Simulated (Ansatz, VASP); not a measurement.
## One calculation of Zr2GeW2, two programs

```
CELL_PARAMETERS angstrom
4.29113 0.00000 0.00000
-2.14556 3.71622 0.00000
0.00000 0.00000 6.06440
ATOMIC_POSITIONS crystal
Zr 0.33333 0.66667 0.06494
Zr 0.66667 0.33333 0.93506
Ge 0.00000 0.00000 0.50000
W 0.00000 0.00000 0.82027
W 0.00000 0.00000 0.17974
```

Alike in both runs: task single point; functional PBE; k mesh 6 × 6 × 4; occupations gaussian, width 0.1 eV; no spin polarisation.

|  | VASP | Ansatz |
| --- | --- | --- |
| version | VASP 6.6.1 | Ansatz 0.2.0 |
| potentials or method | VASP PAW PBE potentials, release 64 (Zr_sv, Ge_d, W_sv), cutoff 500 eV | scalar-relativistic, plane waves, PAW |
| valence electrons in the cell | 66 | 66 |

Ansatz gave:

| Property | Result |
| --- | --- |
| gap on the k mesh at the Fermi level (eV) | none |
| rms of the force components (eV/Å) | 3.544 |

Problem. Estimate VASP's values.

Solution. gap on the k mesh at the Fermi level (eV): none; rms of the force components (eV/Å): 3.584.

Atom by atom the forces differ by 0.043 eV/Å (rms over components). A gap of «none» marks a metal or a gap that the smearing closes. With one functional, cell and mesh, what is left measures potentials, basis and numerics.

Spin-orbit coupling is off throughout.
